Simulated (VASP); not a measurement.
A run of VASP 6.6.1 is set up as follows.

File INCAR:

```
  ALGO = Normal
  EDIFF = 1E-6
  ENCUT = 520
  GGA = PE
  ISIF = 2
  ISMEAR = 0
  LASPH = T
  LCHARG = F
  LREAL = F
  LWAVE = F
  NBANDS = 35
  NELM = 100
  PREC = Accurate
  SIGMA = 0.1
```

KPOINTS

```
k-points
0
Gamma
  6 6 6
```

POSCAR

```
CdGe3
1.0
   -2.0538403186      2.0538403186      4.5877991532
    2.0538403186     -2.0538403186      4.5877991532
    2.0538403186      2.0538403186     -4.5877991532
Cd Ge
1 3
Direct
    0.0000000000      0.0000000000      0.0000000000
    0.5000000000      0.5000000000      0.0000000000
    0.2500000000      0.7500000000      0.5000000000
    0.7500000000      0.2500000000      0.5000000000
```

Potentials or basis: VASP PAW PBE potentials, release 64 (Cd, Ge_d).

Launch:

```sh
$ cat potpaw_PBE.64/Cd/POTCAR potpaw_PBE.64/Ge_d/POTCAR > POTCAR
$ mpirun -np 1 vasp_std > vasp.out
```

(1) Estimate the pressure.

(2) Predict the band gap on the k mesh.

Results:

(1) 4.5 GPa.

(2) zero (band 27 reaches 8.11 eV, above the bottom of band 28 at 3.83 eV).

Caveat: the k points lie up to 0.36 Å⁻¹ apart.
